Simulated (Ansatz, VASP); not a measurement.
## ZnS: VASP beside Ansatz

```
CELL_PARAMETERS angstrom
3.84549 0.00000 0.00000
-1.92275 3.33029 0.00000
0.00000 0.00000 12.61067
ATOMIC_POSITIONS crystal
Zn 0.31341 0.66667 0.00261
Zn 0.35326 0.66667 0.50261
Zn 0.66783 0.33333 0.25261
Zn 0.66550 0.33333 0.75261
S 0.33333 0.66667 0.18989
S 0.33333 0.66667 0.68989
S 0.62116 0.33333 0.43989
S 0.71217 0.33333 0.93989
```

Change from the starting cell: mode 16 (264.4 1/cm) frozen in, largest displacement +0.175 Å.

Alike in both runs: task single point; functional PBE; k mesh 12 × 12 × 2; occupations gaussian, width 0.05 eV; no spin polarisation.

|  | VASP | Ansatz |
| --- | --- | --- |
| version | VASP 6.6.1 | Ansatz 0.2.0 |
| potentials or method | VASP PAW PBE potentials, release 64 (Zn, S), cutoff 520 eV | scalar-relativistic, plane waves, PAW |
| valence electrons in the cell | 72 | 72 |

VASP gave:

| Item | Value |
| --- | --- |
| gap on the k mesh at the Fermi level (eV) | 2.06 |
| least direct gap on the mesh (eV) | 2.06 |
| pressure (GPa) | 1.2 |
| traceless stress, the component that is largest in VASP (GPa) | 0.96 |
| rms of the force components (eV/Å) | 0.681 |

Question: What did Ansatz give for the same quantities?

Answer: gap on the k mesh at the Fermi level (eV): 2.05; least direct gap on the mesh (eV): 2.05; pressure (GPa): 1.1; traceless stress, the component that is largest in VASP (GPa): 0.96; rms of the force components (eV/Å): 0.677.

Atom by atom the forces differ by 0.004 eV/Å (rms over components).
